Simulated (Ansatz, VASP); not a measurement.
## CO2 in VASP and in Ansatz

```
C O
1.0
    -2.02968    2.02968    2.96733
     2.02968   -2.02968    2.96733
     2.02968    2.02968   -2.96733
C O
2 4
Cartesian
  0.0000 0.0000 0.0000
  0.0000 2.0297 1.4837
  0.6243 1.0148 0.7418
  -1.0148 1.4054 2.2255
  1.4054 1.0148 3.7092
  3.0445 0.6243 -0.7418
```

Change from the starting cell: biaxial_xy strain +3.8%.

Alike in both runs: task single point; functional r2SCAN; k mesh 10 × 10 × 10; no spin polarisation.

```csv
,VASP,Ansatz
version,VASP 6.6.1,Ansatz 0.2.0
potentials or method,"VASP PAW PBE potentials, release 64 (C, O)","plane waves, PAW"
plane-wave cutoff (eV),520,500
occupations,"gaussian, width 0.01 eV",fixed
valence electrons in the cell,32,32
```

Ansatz gave:

```
gap on the k mesh at the Fermi level (eV)                     : 8.42
pressure (GPa)                                                : -9.8
traceless stress, the component that is largest in VASP (GPa) : 1.50
rms of the force components (eV/Å)                            : 0.000
```

Question: Which values does VASP return?

Answer: gap on the k mesh at the Fermi level (eV): 8.31; pressure (GPa): -7.9; traceless stress, the component that is largest in VASP (GPa): 1.20; rms of the force components (eV/Å): 0.052.

VASP's potentials were made for PBE, not for r2SCAN. Atom by atom the forces differ by 0.052 eV/Å (rms over components).
